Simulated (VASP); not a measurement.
MgO, 2 atoms in the cell. The structure is trigonal, space group R-3m (No. 166). Conventional cell: a = 2.820 Å, b = 2.820 Å, c = 7.408 Å, α = 90.00°, β = 90.00°, γ = 120.00°. Mg (site symmetry -3m) has 6 O at 2.04 Å within 2.7 Å. O (site symmetry -3m) has 6 Mg at 2.04 Å within 2.7 Å.  This cell differs from its parent crystal: epitaxial 111 strain -5.2%.

```yaml
Program: VASP 6.6.1
Task: single point
Functional: PBE
Potentials_or_basis: VASP PAW PBE potentials, release 64 (Mg, O)
Cutoff: 520 eV
k_mesh: 10 × 10 × 10
Occupations: fermi-dirac, width 0.02 eV
Spin: no spin polarisation
Dipole_correction: no
Further_INCAR_settings: ALGO = Normal; EDIFF = 1e-06; NBANDS = 11
```

Potentials or basis: VASP PAW PBE potentials, release 64 (Mg, O).

Launch:

```bash
$ cat potpaw_PBE.64/Mg/POTCAR potpaw_PBE.64/O/POTCAR > POTCAR
$ mpirun -np 1 vasp_std > vasp.out
```

Hardware: 1 thread of Intel(R) Xeon(R) Platinum 8375C CPU @ 2.90GHz (Ice Lake), on a shared host.

Question: Estimate the wall time of this run.

Answer: It took 9.4 s on 1 thread of Intel(R) Xeon(R) Platinum 8375C CPU @ 2.90GHz (Ice Lake), with other jobs on the host, peak memory 0.15 GiB. Counts: scf iterations 11, k points 116.
